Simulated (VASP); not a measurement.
# TaN (Fm-3m) in VASP: a series of runs

The runs below take TaN through single point, relaxation of cell and atoms, with PBE+D3(BJ).

Everything below comes from runs of VASP 6.6.1. Logs are shortened: lines on timing, memory, paths and dates and some standing lists are left out, and cuts for length are marked.

### Step 1. The cell of the first run

The structure is cubic, space group Fm-3m (No. 225). Conventional cell: a = 4.385 Å, b = 4.385 Å, c = 4.385 Å, α = 90.00°, β = 90.00°, γ = 90.00°. Ta (site symmetry m-3m) has 6 N at 2.19 Å within 2.9 Å. Within 2.9 Å of N (site symmetry m-3m) lie 6 Ta at 2.19 Å.

### Step 2. Single point, PBE+D3(BJ)

INCAR reads:

```
PREC = Accurate
ENCUT = 520
EDIFF = 1E-6
ISMEAR = 0
SIGMA = 0.1
LREAL = False
LASPH = True
NELM = 80
ALGO = Normal
ISIF = 2
LWAVE = False
LCHARG = False
GGA = PE
IVDW = 12
NBANDS = 15
```

KPOINTS reads:

```
regular mesh
0
Gamma
  16 16 16
```

POSCAR reads:

```
TaN
1.0
    0.0000000000      2.1925639355      2.1925639355
    2.1925639355      0.0000000000      2.1925639355
    2.1925639355      2.1925639355      0.0000000000
Ta N
1 1
Direct
    0.5000000000      0.5000000000      0.5000000000
    0.0000000000      0.0000000000      0.0000000000
```

Potentials or basis: VASP PAW PBE potentials, release 64 (Ta_pv, N).

The run is started by

```console
cat potpaw_PBE.64/Ta_pv/POTCAR potpaw_PBE.64/N/POTCAR > POTCAR
mpirun -np 1 vasp_std > vasp.out
```

OUTCAR:

```text
PREC = Accurate
   ENCUT = 520
   EDIFF = 1E-6
   ISMEAR = 0
   LREAL = False
   LASPH = True
   NELM = 80
   ISIF = 2
   GGA = PE
   IVDW = 12
 IVDW          = 12

 ion  position               nearest neighbor table
   1  0.500  0.500  0.500-   2 2.19   2 2.19   2 2.19   2 2.19   2 2.19   2 2.19
   2  0.000  0.000  0.000-   1 2.19   1 2.19   1 2.19   1 2.19   1 2.19   1 2.19

  LATTYP: Found a face centered cubic cell.
 ALAT       =     4.3851278710

  Lattice vectors:

 A1 = (   0.0000000000,   2.1925639355,   2.1925639355)
 A2 = (   2.1925639355,   0.0000000000,   2.1925639355)
 A3 = (   2.1925639355,   2.1925639355,   0.0000000000)

Analysis of symmetry for initial positions (statically):
=====================================================================
 Subroutine PRICEL returns:
 Original cell was already a primitive cell.

 Routine SETGRP: Setting up the symmetry group for a
 face centered cubic supercell.

 Subroutine GETGRP returns: Found 48 space group operations
 (whereof 48 operations were pure point group operations)
 out of a pool of 48 trial point group operations.

The static configuration has the point symmetry O_h .

Analysis of symmetry for dynamics (positions and initial velocities):
=====================================================================
 Subroutine PRICEL returns:
 Original cell was already a primitive cell.

 Routine SETGRP: Setting up the symmetry group for a
 face centered cubic supercell.

 Subroutine GETGRP returns: Found 48 space group operations
 (whereof 48 operations were pure point group operations)
 out of a pool of 48 trial point group operations.

The dynamic configuration has the point symmetry O_h .

 Subroutine INISYM returns: Found 48 space group operations
 (whereof 48 operations are pure point group operations),
 and found     1 'primitive' translations

----------------------------------------------------------------------------------------

                                     Primitive cell

  volume of cell :      21.0808

  direct lattice vectors                    reciprocal lattice vectors
     0.000000000  2.192563935  2.192563935    -0.228043521  0.228043521  0.228043521
     2.192563935  0.000000000  2.192563935     0.228043521 -0.228043521  0.228043521
     2.192563935  2.192563935  0.000000000     0.228043521  0.228043521 -0.228043521

  length of vectors
     3.100753654  3.100753654  3.100753654     0.394982965  0.394982965  0.394982965

  position of ions in fractional coordinates (direct lattice)
     0.500000000  0.500000000  0.500000000
     0.000000000  0.000000000  0.000000000

  ion indices of the primitive-cell ions
   primitive index   ion index
[... 88 lines left out ...]
   EFERMI =   0.00;   METHOD = LEGACY
   ISMEAR =     0;   SIGMA  =   0.10  broadening in eV -4-tet -1-fermi 0-gaus
   EFERMI_NEDOS =   21; number of points for ismear=-14 and -15
   IALGO  =     38    algorithm
   IMIX   =      4    mixing-type and parameters
     AMIX     =   0.40;   BMIX     =  1.00
     AMIX_MAG =   1.60;   BMIX_MAG =  1.00
  volume/ion in A,a.u.               =      10.54        71.13
  Fermi-wavevector in a.u.,A,eV,Ry     =   1.493319  2.821964 30.341010  2.230001
  Thomas-Fermi vector in A             =   2.605735
   LORBIT       =      0    0 simple, 1 ext, 2 COOP (PROOUT), +10 PAW based schemes
   GGA     = PE    functional components
   LHFCALC =     F    Hartree Fock is set to
   AEXX    =    0.0000 exact exchange contribution
   IVDW    =    12    specifies the selected vdW correction
   LEPSILON=     F    determine dielectric tensor
   LRPA    =     F    only Hartree local field effects (RPA)
 non-spin polarized calculation
 Gauss-broadening in eV      SIGMA  =   0.10
  energy-cutoff  :      520.00
  volume of cell :       21.08
 maximum number of plane-waves:       588
   NGX = 11   NGY = 11   NGZ = 11

 number of electron      16.0000002 magnetization

 Free energy of the ion-electron system (eV)
  ---------------------------------------------------
  ext. energy  EPLUGINS =         0.00000000
  ---------------------------------------------------
  free energy    TOTEN  =       -21.81277014 eV

  energy without entropy =      -21.80711525  energy(sigma->0) =      -21.80994270

 E-fermi :   9.6385     XC(G=0): -13.4857

 val. band max:        9.6257328245   @ k =  -0.2500   0.3750   0.1250
 cond. band min:       9.6417833205   @ k =  -0.3125   0.3125   0.1250
 fundamental gap:      0.0160504960
 Fermi energy:         9.6385219671

 k-point     1 :       0.0000    0.0000    0.0000
  band No.  band energies     occupation
      1     -26.1152      2.00000
      2     -26.1152      2.00000
      3     -26.1152      2.00000
      4      -9.2908      2.00000
      5       5.7923      2.00000
      6       5.7923      2.00000
      7       5.7923      2.00000
      8       7.5155      2.00000
      9       7.5155      2.00000
     10       7.5155      2.00000
     11       9.7117      0.30096
     12       9.7117      0.30095
     13      11.2382      0.00000
     14      19.0544      0.00000
[... 401 lines left out ...]
      2     -26.1380      2.00000
      3     -26.1174      2.00000
      4      -9.0387      2.00000
      5       4.5774      2.00000
      6       4.8963      2.00000
      7       5.2425      2.00000
      8       7.6918      2.00000
      9       7.9101      2.00000
     10       8.2260      2.00000
     11      10.1366      0.00000
     12      11.0036      0.00000
     13      12.0467      0.00000
     14      19.8269      0.00000
     15      22.0275      0.00000

 [... further k-points ...]

------------------------ aborting loop because EDIFF is reached ----------------------------------------

 Edisp (eV)   -0.95330

 E8    (eV) :    -0.4409

  FORCE on cell =-STRESS in cart. coord.  units (eV):
  Direction    XX          YY          ZZ          XY          YZ          ZX
  --------------------------------------------------------------------------------------
  -------------------------------------------------------------------------------------
  Total       0.11600     0.11600     0.11600     0.00000    -0.00000     0.00000
  in kB       8.81593     8.81593     8.81593     0.00000    -0.00000     0.00000
  external pressure =        8.82 kB  Pullay stress =        0.00 kB

 VOLUME and BASIS-vectors are now :
 -----------------------------------------------------------------------------
  energy-cutoff  :      520.00
  volume of cell :       21.08
      direct lattice vectors                 reciprocal lattice vectors
     0.000000000  2.192563935  2.192563935    -0.228043521  0.228043521  0.228043521
     2.192563935  0.000000000  2.192563935     0.228043521 -0.228043521  0.228043521
     2.192563935  2.192563935  0.000000000     0.228043521  0.228043521 -0.228043521

 POSITION                                       TOTAL-FORCE (eV/Angst)
 -----------------------------------------------------------------------------------
      2.19256      2.19256      2.19256         0.000000      0.000000      0.000000
      0.00000      0.00000      0.00000        -0.000000     -0.000000     -0.000000
 -----------------------------------------------------------------------------------
    total drift:                                0.000000     -0.000000     -0.000000

  FREE ENERGIE OF THE ION-ELECTRON SYSTEM (eV)
  ---------------------------------------------------
  free  energy   TOTEN  =       -22.7660733324 eV

  energy  without entropy=      -22.7604184502  energy(sigma->0) =      -22.76324589
```

OSZICAR:

```text
N       E                     dE             d eps       ncg     rms          rms(c)
DAV:   1     0.903533719146E+02    0.90353E+02   -0.87138E+03  4357   0.113E+03
DAV:   2    -0.221930702399E+02   -0.11255E+03   -0.10638E+03  5400   0.305E+02
DAV:   3    -0.248350113436E+02   -0.26419E+01   -0.26313E+01  4791   0.440E+01
DAV:   4    -0.248448691481E+02   -0.98578E-02   -0.98546E-02  5743   0.290E+00
DAV:   5    -0.248449363681E+02   -0.67220E-04   -0.67219E-04  4861   0.212E-01    0.246E+01
DAV:   6    -0.219019930585E+02    0.29429E+01   -0.54296E+00  5261   0.265E+01    0.102E+01
DAV:   7    -0.218463211143E+02    0.55672E-01   -0.55106E-01  4889   0.605E+00    0.710E+00
DAV:   8    -0.218197253740E+02    0.26596E-01   -0.14007E-01  5127   0.322E+00    0.175E+00
DAV:   9    -0.218128301219E+02    0.68953E-02   -0.18610E-02  4945   0.113E+00    0.313E-01
DAV:  10    -0.218128077800E+02    0.22342E-04   -0.13499E-03  5092   0.381E-01    0.590E-02
DAV:  11    -0.218127701435E+02    0.37636E-04   -0.73367E-05  4917   0.101E-01    0.194E-02
DAV:  12    -0.218127701367E+02    0.68519E-08   -0.67726E-06  4994   0.249E-02
   1 F= -.22766073E+02 E0= -.22763246E+02  d E =-.565488E-02
```

Wall time 39 s (1 thread of Intel Xeon 8259CL, shared host); peak memory 0.19 GiB.

What came out:

* Free energy: -22.7661 eV
* Pressure: 0.9 GPa
* Band gap on the k mesh: zero (band 8 reaches 11.57 eV, above the bottom of band 9 at 7.52 eV)
* Dispersion energy per atom: -0.477 eV

Levels at points of the mesh, in eV from the Fermi level:
| k point | band 6 | band 7 | band 8 | band 9 | band 10 | band 11 |
| --- | --- | --- | --- | --- | --- | --- |
| (0.00, 0.00, 0.00) | -3.85 | -3.85 | -2.12 | -2.12 | -2.12 | 0.07 |
| (0.50, 0.00, 0.00) | -7.64 | -7.64 | 1.94 | 1.94 | 2.03 | 3.86 |
| (0.50, 0.50, 0.00) | -5.52 | -4.66 | -4.66 | 2.15 | 3.60 | 3.60 |

Caveat: spin-orbit coupling is left out, which moves the levels of the heavy elements; pairwise dispersion overbinds metals, which lowers pressure and volume.

### Step 3. Single point, PBE+D3(BJ)

INCAR is that of step 2.

KPOINTS is that of step 2.

POSCAR reads:

```
TaN
1.0
    0.0000000000      2.1925639353      2.1925639353
    2.1925639353      0.0000000000      2.1925639353
    2.1925639353      2.1925639353      0.0000000000
Ta N
1 1
Direct
    0.5000000000      0.5000000000      0.5000000000
    0.0000000000      0.0000000000      0.0000000000
```

Potentials or basis: VASP PAW PBE potentials, release 64 (Ta_pv, N).

The run is started by

```console
cat potpaw_PBE.64/Ta_pv/POTCAR potpaw_PBE.64/N/POTCAR > POTCAR
mpirun -np 1 vasp_std > vasp.out
```

Wall time 40 s (1 thread of Intel Xeon 8259CL, shared host); peak memory 0.19 GiB.

The run converged. Its results:

```yaml
Free_energy: -22.7661 eV
Pressure: 0.9 GPa
Band_gap_on_the_k_mesh: zero (band 8 reaches 11.57 eV, above the bottom of band 9 at 7.52 eV)
Dispersion_energy_per_atom: -0.477 eV
```

Levels at points of the mesh, in eV from the Fermi level:
| k point | band 6 | band 7 | band 8 | band 9 | band 10 | band 11 |
| --- | --- | --- | --- | --- | --- | --- |
| (0.00, 0.00, 0.00) | -3.85 | -3.85 | -2.12 | -2.12 | -2.12 | 0.07 |
| (0.50, 0.00, 0.00) | -7.64 | -7.64 | 1.94 | 1.94 | 2.03 | 3.86 |
| (0.50, 0.50, 0.00) | -5.52 | -4.66 | -4.66 | 2.15 | 3.60 | 3.60 |

Caveat: spin-orbit coupling is left out, which moves the levels of the heavy elements; pairwise dispersion overbinds metals, which lowers pressure and volume.

### Step 4. Relaxation of cell and atoms, PBE+D3(BJ)

This run uses another cell than the first one, of 10.77 Å³/atom, 1.022 times its volume.

INCAR reads:

```
PREC = Accurate
ENCUT = 600
EDIFF = 1E-6
ISMEAR = 0
SIGMA = 0.1
LREAL = False
LASPH = True
NELM = 60
ALGO = Normal
ISIF = 3
LWAVE = False
LCHARG = False
GGA = PE
IVDW = 12
IBRION = 2
NSW = 70
EDIFFG = -0.005
```

KPOINTS is that of step 3.

POSCAR reads:

```
TaN
1.0
    0.0000000000      2.2086347751      2.2086347751
    2.2086347751      0.0000000000      2.2086347751
    2.2086347751      2.2086347751      0.0000000000
Ta N
1 1
Direct
    0.5000000000      0.5000000000      0.5000000000
    0.0000000000      0.0000000000      0.0000000000
```

The run is started by

```console
cat potpaw_PBE.64/Ta_pv/POTCAR potpaw_PBE.64/N/POTCAR > POTCAR
mpirun -np 1 vasp_std > vasp.out
```

Run time: 3.5 min. Hardware: 1 thread of Intel Xeon 8259CL, shared host; peak memory 0.22 GiB.

The run converged. Its results:

```
Free energy                            : -22.7691 eV
Relaxed volume                         : 10.57 Å³/atom
Relaxed cell                           : a = 3.103 Å, b = 3.103 Å, c = 3.103 Å, α = 60.00°, β = 60.00°, γ = 60.00°
Space group after relaxing (to 0.05 Å) : Fm-3m (No. 225)
Energy gained by relaxing              : 4.4 meV/atom
Ionic steps                            : 3
Pressure after relaxing                : -0.1 GPa
Band gap on the k mesh                 : zero (band 8 reaches 11.54 eV, above the bottom of band 9 at 7.49 eV)
Dispersion energy per atom             : -0.475 eV
```

The path:
```csv
step,energy change (eV),largest force (eV/Å),pressure (GPa),volume (Å³)
1,0.0000,0.0000,-6.57,21.55
2,0.0394,0.0000,17.35,20.20
3,-0.0088,0.0000,-0.07,21.13
```

Final structure:
```xyz
2
Lattice="0.0000 2.1944 2.1944 2.1944 0.0000 2.1944 2.1944 2.1944 0.0000" Properties=species:S:1:pos:R:3 pbc="T T T"
Ta    2.1944    2.1944    2.1944
N     0.0000    0.0000    0.0000
```

Levels at points of the mesh, in eV from the Fermi level:
| k point | band 4 | band 5 | band 6 | band 7 | band 8 | band 9 | band 10 | band 11 | band 12 |
| --- | --- | --- | --- | --- | --- | --- | --- | --- | --- |
| (0.00, 0.00, 0.00) | -18.91 | -3.84 | -3.84 | -3.84 | -2.12 | -2.12 | -2.12 | 0.07 | 0.07 |
| (0.50, 0.00, 0.00) | -15.85 | -10.42 | -7.62 | -7.62 | 1.93 | 1.93 | 2.02 | 3.85 | 7.60 |
| (0.50, 0.50, 0.00) | -17.65 | -6.65 | -5.50 | -4.65 | -4.65 | 2.14 | 3.59 | 3.59 | 4.61 |

Caveat: spin-orbit coupling is left out, which moves the levels of the heavy elements; pairwise dispersion overbinds metals, which lowers pressure and volume.

### Step 5. Relaxation of cell and atoms, PBE+D3(BJ)

This run uses another cell than the first one, of 10.77 Å³/atom, 1.022 times its volume.

INCAR is that of step 4.

KPOINTS is that of step 4.

POSCAR reads:

```
TaN
1.0
    0.0000000000      2.2086347780      2.2086347780
    2.2086347780      0.0000000000      2.2086347780
    2.2086347780      2.2086347780      0.0000000000
Ta N
1 1
Direct
    0.5000000000      0.5000000000      0.5000000000
    0.0000000000      0.0000000000      0.0000000000
```

The run is started by

```console
cat potpaw_PBE.64/Ta_pv/POTCAR potpaw_PBE.64/N/POTCAR > POTCAR
mpirun -np 1 vasp_std > vasp.out
```

Run time: 3.1 min. Hardware: 1 thread of Intel Xeon 8259CL, shared host; peak memory 0.21 GiB.

The run converged. Its results:

```yaml
Free_energy: -22.7691 eV
Relaxed_volume: 10.57 Å³/atom
Relaxed_cell: a = 3.103 Å, b = 3.103 Å, c = 3.103 Å, α = 60.00°, β = 60.00°, γ = 60.00°
Space_group_after_relaxing_to_0.05_Å: Fm-3m (No. 225)
Energy_gained_by_relaxing: 4.4 meV/atom
Ionic_steps: 3
Pressure_after_relaxing: -0.1 GPa
Band_gap_on_the_k_mesh: zero (band 8 reaches 11.54 eV, above the bottom of band 9 at 7.49 eV)
Dispersion_energy_per_atom: -0.475 eV
```

Step by step:
| step | energy change (eV) | largest force (eV/Å) | pressure (GPa) | volume (Å³) |
| --- | --- | --- | --- | --- |
| 1 | 0.0000 | 0.0000 | -6.57 | 21.55 |
| 2 | 0.0394 | 0.0000 | 17.35 | 20.20 |
| 3 | -0.0088 | 0.0000 | -0.07 | 21.13 |

Final structure:
```
Ta N
1.0
     0.00000    2.19439    2.19439
     2.19439    0.00000    2.19439
     2.19439    2.19439    0.00000
Ta N
1 1
Direct
  0.50000 0.50000 0.50000
  0.00000 0.00000 0.00000
```

Levels at points of the mesh, in eV from the Fermi level:
```
           k point  band 4  band 5  band 6  band 7  band 8  band 9  band 10  band 11  band 12
(0.00, 0.00, 0.00)  -18.91   -3.84   -3.84   -3.84   -2.12   -2.12    -2.12     0.07     0.07
(0.50, 0.00, 0.00)  -15.85  -10.42   -7.62   -7.62    1.93    1.93     2.02     3.85     7.60
(0.50, 0.50, 0.00)  -17.65   -6.65   -5.50   -4.65   -4.65    2.14     3.59     3.59     4.61
```

Caveat: spin-orbit coupling is left out, which moves the levels of the heavy elements; pairwise dispersion overbinds metals, which lowers pressure and volume.
